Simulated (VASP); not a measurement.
# MoS2 (R3m) in VASP: further runs

Runs on MoS2. Level: PBE. Tasks: electric field gradients.

Program: VASP 6.6.1. These are calculated values, not measurements. Logs are shortened: lines on timing, memory, paths and dates and some standing lists are left out, and cuts for length are marked.

## 1. The cell of the first run

It takes space group R3m (No. 160, trigonal). Conventional cell: a = 3.152 Å, b = 3.152 Å, c = 18.309 Å, α = 90.00°, β = 90.00°, γ = 120.00°. Within 3.2 Å of Mo (site symmetry 3m) lie 6 S at 2.36 Å and 6 Mo at 3.15 Å. S (site symmetry 3m) has 3 Mo at 2.36 Å and 7 S at 2.99 to 3.15 Å within 3.2 Å. S (site symmetry 3m) has 3 Mo at 2.36 Å and 7 S at 2.99 to 3.15 Å within 3.2 Å.

## 2. Electric field gradients, PBE (17.51 Å³/atom)

File INCAR:

```
SYSTEM = MoS2
PREC = Accurate
ENCUT = 520
EDIFF = 1E-8
ISMEAR = -1
SIGMA = 0.05
LREAL = .False.
LASPH = .True.
NELM = 100
ALGO = Normal
ISIF = 2
LWAVE = .False.
LCHARG = .False.
GGA = PE
LEFG = .True.
NBANDS = 20
```

File KPOINTS:

```
regular mesh
0
Gamma
  13 13 13
  0 0 0
```

File POSCAR:

```
MoS2
1.0
    1.5762110184      0.9100258558      6.1028504825
   -1.5762110184      0.9100258558      6.1028504825
    0.0000000000     -1.8200517116      6.1028504825
Mo S
1 2
Direct
    0.0000000000      0.0000000000      0.0000000000
    0.7484000000      0.7484000000      0.7484000000
    0.5849000000      0.5849000000      0.5849000000
```

Potentials or basis: VASP PAW PBE potentials, release 64 (Mo_sv, S).

Run with:

```bash
cat potpaw_PBE.64/Mo_sv/POTCAR potpaw_PBE.64/S/POTCAR > POTCAR
mpirun -np 1 vasp_std > vasp.out
```

OUTCAR:

```text
SYSTEM = MoS2
   PREC = Accurate
   ENCUT = 520
   EDIFF = 1E-8
   ISMEAR = -1
   LREAL = .False.
   LASPH = .True.
   NELM = 100
   ISIF = 2
   GGA = PE

 ion  position               nearest neighbor table
   1  0.000  0.000  0.000-   2 2.36   2 2.36   2 2.36   3 2.36   3 2.36   3 2.36
   2  0.748  0.748  0.748-   1 2.36   1 2.36   1 2.36
   3  0.585  0.585  0.585-   1 2.36   1 2.36   1 2.36

  LATTYP: Found a trigonal (rhomboedric) cell.
 ALAT       =     6.3684670247
 COS(alpha) =     0.8774851014

  Lattice vectors:

 A1 = (   1.5762110184,   0.9100258558,   6.1028504825)
 A2 = (  -1.5762110184,   0.9100258558,   6.1028504825)
 A3 = (   0.0000000000,  -1.8200517116,   6.1028504825)

Analysis of symmetry for initial positions (statically):
=====================================================================
 Subroutine PRICEL returns:
 Original cell was already a primitive cell.

 Routine SETGRP: Setting up the symmetry group for a
 trigonal (rhombohedral) supercell.

 Subroutine GETGRP returns: Found  6 space group operations
 (whereof  6 operations were pure point group operations)
 out of a pool of 12 trial point group operations.

The static configuration has the point symmetry C_3v.

Analysis of symmetry for dynamics (positions and initial velocities):
=====================================================================
 Subroutine PRICEL returns:
 Original cell was already a primitive cell.

 Routine SETGRP: Setting up the symmetry group for a
 trigonal (rhombohedral) supercell.

 Subroutine GETGRP returns: Found  6 space group operations
 (whereof  6 operations were pure point group operations)
 out of a pool of 12 trial point group operations.

The dynamic configuration has the point symmetry C_3v.

 Subroutine INISYM returns: Found  6 space group operations
 (whereof  6 operations are pure point group operations),
 and found     1 'primitive' translations

----------------------------------------------------------------------------------------

                                     Primitive cell

  volume of cell :      52.5233

[... 128 lines left out ...]

 Free energy of the ion-electron system (eV)
  ---------------------------------------------------
  ext. energy  EPLUGINS =         0.00000000
  ---------------------------------------------------
  free energy    TOTEN  =       -21.68970216 eV

  energy without entropy =      -21.68969644  energy(sigma->0) =      -21.68969930

 E-fermi :   8.2589     XC(G=0): -10.8465

 val. band max:        7.9522335749   @ k =   0.4615   0.4615   0.4615
 cond. band min:       8.7152635004   @ k =  -0.3077   0.3077   0.0000
 fundamental gap:      0.7630299255
 Fermi energy:         8.2589220743

 k-point     1 :       0.0000    0.0000    0.0000
  band No.  band energies     occupation
      1     -53.7377      2.00000
      2     -27.9242      2.00000
      3     -27.6986      2.00000
      4     -27.6986      2.00000
      5      -7.4779      2.00000
      6      -5.6066      2.00000
[... 541 lines left out ...]
     19      15.8563      0.00000
     20      16.4490      0.00000

 [... further k-points ...]

------------------------ aborting loop because EDIFF is reached ----------------------------------------

  FORCE on cell =-STRESS in cart. coord.  units (eV):
  Direction    XX          YY          ZZ          XY          YZ          ZX
  --------------------------------------------------------------------------------------
  -------------------------------------------------------------------------------------
  Total        2.7935528      2.7935528      5.1415139      0.0000000      0.0000000      0.0000000
  in kB       85.2148727     85.2148727    156.8373615      0.0000000      0.0000000      0.0000000
  external PRESSURE =     109.0890356 kB  Pullay stress =       0.0000000 kB

 VOLUME and BASIS-vectors are now :
 -----------------------------------------------------------------------------
  energy-cutoff  :      520.00
  volume of cell :       52.52
      direct lattice vectors                 reciprocal lattice vectors
     1.576211018  0.910025856  6.102850483     0.317216410  0.183144979  0.054619286
    -1.576211018  0.910025856  6.102850483    -0.317216410  0.183144979  0.054619286
     0.000000000 -1.820051712  6.102850483     0.000000000 -0.366289959  0.054619286

 POSITION                                       TOTAL-FORCE (eV/Angst)
 -----------------------------------------------------------------------------------
      0.00000      0.00000      0.00000         0.000000      0.000000     -0.002629
      0.00000      0.00000     13.70212         0.000000     -0.000000      1.464234
      0.00000      0.00000     10.70867         0.000000      0.000000     -1.461605
 -----------------------------------------------------------------------------------
    total drift:                                0.000000     -0.000000     -0.000061

  FREE ENERGIE OF THE ION-ELECTRON SYSTEM (eV)
  ---------------------------------------------------
  free  energy   TOTEN  =       -21.6897021622 eV

  energy  without entropy=      -21.6896964397  energy(sigma->0) =      -21.68969930

 Electric field gradients (V/A^2)
---------------------------------------------------------------------
 ion       V_xx      V_yy      V_zz      V_xy      V_xz      V_yz
---------------------------------------------------------------------
   1      47.263    47.263   -94.527     0.000     0.000     0.000
   2      31.864    31.864   -63.727     0.000    -0.000     0.000
   3      31.176    31.176   -62.351     0.000     0.000    -0.000
---------------------------------------------------------------------

 Electric field gradients after diagonalization (V/A^2)
 (convention: |V_zz| > |V_xx| > |V_yy|)
----------------------------------------------------------------------
 ion       V_xx      V_yy      V_zz     asymmetry (V_yy - V_xx)/ V_zz
----------------------------------------------------------------------
   1      47.263    47.263   -94.527       0.000
   2      31.864    31.864   -63.727       0.000
   3      31.176    31.176   -62.351       0.000
----------------------------------------------------------------------

           NMR quadrupolar parameters

 Cq : quadrupolar parameter    Cq=e*Q*V_zz/h
 eta: asymmetry parameters     (V_yy - V_xx)/ V_zz
 Q  : nuclear electric quadrupole moment in mb (millibarn)
----------------------------------------------------------------------
 ion       Cq(MHz)       eta       Q (mb)
----------------------------------------------------------------------
   1      -0.229       0.000       1.000
   2      -0.154       0.000       1.000
   3      -0.151       0.000       1.000
----------------------------------------------------------------------
```

It took 7.7 min on 1 thread of Intel Xeon Platinum 8559C (Emerald Rapids), shared host; peak memory 0.47 GiB.

What came out:

```yaml
Free_energy: -21.6897 eV
Pressure: 10.9 GPa
Largest_force: 1.464 eV/Å
Band_gap_on_the_k_mesh: 0.76 eV (least direct gap 1.84 eV)
Largest_electric_field_gradient_by_atom: Mo -94.5; S -63.7, -62.4 V/Å²
```

Forces in eV/Å, atoms in the order of the input:
```
Mo   0.000  0.000 -0.003
S    0.000  0.000  1.464
S    0.000  0.000 -1.462
```

Stress tensor (GPa, compression positive):
```
 8.52  0.00  0.00
 0.00  8.52  0.00
 0.00  0.00 15.68
```

Electric field gradients, principal values (V/Å²):
```
atom   least  middle  greatest (by size)
1 Mo  47.263  47.263             -94.527
 2 S  31.864  31.864             -63.727
 3 S  31.176  31.176             -62.351
```

Caveat: the stress differs along the axes, from 9 to 16 GPa; without QUAD_EFG the Cq values of the log hold for a quadrupole moment of 1 mb, not for the nuclei; forces of over 1 eV/Å act on the atoms, so gaps and moduli don't describe the material at rest. A k mesh can miss the band edges.

## 3. Electric field gradients, PBE (18.04 Å³/atom)

This run uses another cell than the first one, of 18.04 Å³/atom.

File INCAR:

```
SYSTEM = MoS2
ALGO = Normal
EDIFF = 1E-8
ENCUT = 520
GGA = PE
ISIF = 2
ISMEAR = -1
LASPH = .TRUE.
LCHARG = .FALSE.
LEFG = .TRUE.
LREAL = .FALSE.
LWAVE = .FALSE.
NBANDS = 20
NELM = 100
PREC = Accurate
SIGMA = 0.05
```

File KPOINTS:

```
k-points
0
G
  13 13 13
  0 0 0
```

File POSCAR:

```
MoS2
1.0
    1.5919741743      0.9191267181      6.1638830361
   -1.5919741743      0.9191267181      6.1638830361
    0.0000000000     -1.8382534361      6.1638830361
Mo S
1 2
Direct
    0.0000000000      0.0000000000      0.0000000000
    0.7484000000      0.7484000000      0.7484000000
    0.5849000000      0.5849000000      0.5849000000
```

Potentials or basis: VASP PAW PBE potentials, release 64 (Mo_sv, S).

Run with:

```bash
cat potpaw_PBE.64/Mo_sv/POTCAR potpaw_PBE.64/S/POTCAR > POTCAR
mpirun -np 1 vasp_std > vasp.out
```

OUTCAR:

```text
SYSTEM = MoS2
   EDIFF = 1E-8
   ENCUT = 520
   GGA = PE
   ISIF = 2
   ISMEAR = -1
   LASPH = .TRUE.
   LREAL = .FALSE.
   NELM = 100
   PREC = Accurate

 ion  position               nearest neighbor table
   1  0.000  0.000  0.000-   2 2.38   2 2.38   2 2.38   3 2.38   3 2.38   3 2.38
   2  0.748  0.748  0.748-   1 2.38   1 2.38   1 2.38
   3  0.585  0.585  0.585-   1 2.38   1 2.38   1 2.38

  LATTYP: Found a trigonal (rhomboedric) cell.
 ALAT       =     6.4321559199
 COS(alpha) =     0.8774851014

  Lattice vectors:

 A1 = (   1.5919741743,   0.9191267181,   6.1638830361)
 A2 = (  -1.5919741743,   0.9191267181,   6.1638830361)
 A3 = (   0.0000000000,  -1.8382534361,   6.1638830361)
[... 749 lines left out ...]
  energy-cutoff  :      520.00
  volume of cell :       54.11
      direct lattice vectors                 reciprocal lattice vectors
     1.591974174  0.919126718  6.163883036     0.314075447  0.181331544  0.054078465
    -1.591974174  0.919126718  6.163883036    -0.314075447  0.181331544  0.054078465
     0.000000000 -1.838253436  6.163883036     0.000000000 -0.362663087  0.054078465

 POSITION                                       TOTAL-FORCE (eV/Angst)
 -----------------------------------------------------------------------------------
      0.00000      0.00000      0.00000         0.000000     -0.000000     -0.002559
      0.00000      0.00000     13.83915         0.000000      0.000000      0.910963
      0.00000      0.00000     10.81577         0.000000     -0.000000     -0.908405
 -----------------------------------------------------------------------------------
    total drift:                                0.000000      0.000000      0.000065

  FREE ENERGIE OF THE ION-ELECTRON SYSTEM (eV)
  ---------------------------------------------------
  free  energy   TOTEN  =       -21.7724515422 eV

  energy  without entropy=      -21.7724456642  energy(sigma->0) =      -21.77244860

 Electric field gradients (V/A^2)
---------------------------------------------------------------------
 ion       V_xx      V_yy      V_zz      V_xy      V_xz      V_yz
---------------------------------------------------------------------
   1      45.550    45.550   -91.099     0.000     0.000    -0.000
   2      30.753    30.753   -61.507     0.000    -0.000    -0.000
   3      30.137    30.137   -60.273     0.000     0.000    -0.000
---------------------------------------------------------------------

 Electric field gradients after diagonalization (V/A^2)
 (convention: |V_zz| > |V_xx| > |V_yy|)
----------------------------------------------------------------------
 ion       V_xx      V_yy      V_zz     asymmetry (V_yy - V_xx)/ V_zz
----------------------------------------------------------------------
   1      45.550    45.550   -91.099       0.000
   2      30.753    30.753   -61.507       0.000
   3      30.137    30.137   -60.273       0.000
----------------------------------------------------------------------

           NMR quadrupolar parameters

 Cq : quadrupolar parameter    Cq=e*Q*V_zz/h
 eta: asymmetry parameters     (V_yy - V_xx)/ V_zz
 Q  : nuclear electric quadrupole moment in mb (millibarn)
----------------------------------------------------------------------
 ion       Cq(MHz)       eta       Q (mb)
----------------------------------------------------------------------
   1      -0.220       0.000       1.000
   2      -0.149       0.000       1.000
   3      -0.146       0.000       1.000
----------------------------------------------------------------------
```

OSZICAR:

```text
N       E                     dE             d eps       ncg     rms          rms(c)
DAV:   1     0.183973998708E+03    0.18397E+03   -0.13482E+04  9280   0.123E+03
DAV:   2    -0.157922310493E+02   -0.19977E+03   -0.19417E+03 11300   0.315E+02
DAV:   3    -0.231445318414E+02   -0.73523E+01   -0.72800E+01 11480   0.569E+01
DAV:   4    -0.232282454317E+02   -0.83714E-01   -0.83667E-01 11352   0.646E+00
DAV:   5    -0.232295621690E+02   -0.13167E-02   -0.13167E-02 11624   0.790E-01    0.255E+01
DAV:   6    -0.221047253993E+02    0.11248E+01   -0.10147E+01  9876   0.195E+01    0.918E+00
DAV:   7    -0.218619876572E+02    0.24274E+00   -0.33698E+00  9484   0.108E+01    0.616E+00
DAV:   8    -0.217722123755E+02    0.89775E-01   -0.47243E-01 10480   0.428E+00    0.171E+00
DAV:   9    -0.217733160516E+02   -0.11037E-02   -0.17656E-02 10752   0.851E-01    0.589E-01
DAV:  10    -0.217724276103E+02    0.88844E-03   -0.70251E-03 10380   0.557E-01    0.112E-01
DAV:  11    -0.217724551756E+02   -0.27565E-04   -0.63140E-04 10868   0.175E-01    0.822E-02
DAV:  12    -0.217724359245E+02    0.19251E-04   -0.58982E-05 10620   0.436E-02    0.196E-02
DAV:  13    -0.217724512594E+02   -0.15335E-04   -0.21184E-05  9816   0.265E-02    0.913E-03
DAV:  14    -0.217724514445E+02   -0.18509E-06   -0.10173E-06 12500   0.615E-03    0.363E-03
DAV:  15    -0.217724515490E+02   -0.10450E-06   -0.32124E-07 10212   0.332E-03    0.195E-03
DAV:  16    -0.217724515422E+02    0.67871E-08   -0.56226E-08 11544   0.162E-03
   1 F= -.21772452E+02 E0= -.21772449E+02  d E =-.587797E-05
```

Wall time 7.6 min (1 thread of Intel Xeon Platinum 8559C (Emerald Rapids), shared host); peak memory 0.47 GiB.

Results:

```yaml
Free_energy: -21.7725 eV
Pressure: 5.8 GPa
Largest_force: 0.911 eV/Å
Band_gap_on_the_k_mesh: 0.76 eV (least direct gap 1.77 eV)
Largest_electric_field_gradient_by_atom: Mo -91.1; S -61.5, -60.3 V/Å²
```

Forces in eV/Å, atoms in the order of the input:
```
Mo   0.000  0.000 -0.003
S    0.000  0.000  0.911
S    0.000  0.000 -0.908
```

Electric field gradients, principal values (V/Å²):
| atom | least | middle | greatest (by size) |
| --- | --- | --- | --- |
| 1 Mo | 45.550 | 45.550 | -91.099 |
| 2 S | 30.753 | 30.753 | -61.507 |
| 3 S | 30.137 | 30.137 | -60.273 |

Caveat: the stress differs along the axes, from 4 to 10 GPa; without QUAD_EFG the Cq values of the log hold for a quadrupole moment of 1 mb, not for the nuclei. A k mesh can miss the band edges.

(Continued in part 2 of 2.)
